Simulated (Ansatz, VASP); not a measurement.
# SrCl2 in VASP and in Ansatz

```
Sr Cl
1.0
     4.59852    0.00000    0.00000
    -2.29926    3.98244    0.00000
     0.00000    0.00000    5.59607
Sr Cl
1 2
Direct
  0.00000 0.00000 0.00000
  0.33333 0.66667 0.23184
  0.66667 0.33333 0.76816
```

Change from the starting cell: biaxial_xy strain +4.3%.

Alike in both runs: task single point; functional r2SCAN; k mesh 6 × 6 × 6; no spin polarisation.

```csv
,VASP,Ansatz
version,VASP 6.6.1,Ansatz 0.2.0
potentials or method,"VASP PAW PBE potentials, release 64 (Sr_sv, Cl)","plane waves, PAW"
plane-wave cutoff (eV),520,500
occupations,"gaussian, width 0.01 eV",fixed
valence electrons in the cell,24,24
```

|  | VASP | Ansatz | Ansatz less VASP |
| --- | --- | --- | --- |
| gap on the k mesh at the Fermi level (eV) | 5.47 | 5.47 | +0.001 |
| pressure (GPa) | -1.1 | -1.1 | -0.03 |
| traceless stress, the component that is largest in VASP (GPa) | 1.14 | 1.18 | +0.033 |
| rms of the force components (eV/Å) | 0.005 | 0.001 | -0.0038 |

VASP's potentials were made for PBE, not for r2SCAN. Atom by atom the forces differ by 0.007 eV/Å (rms over components).
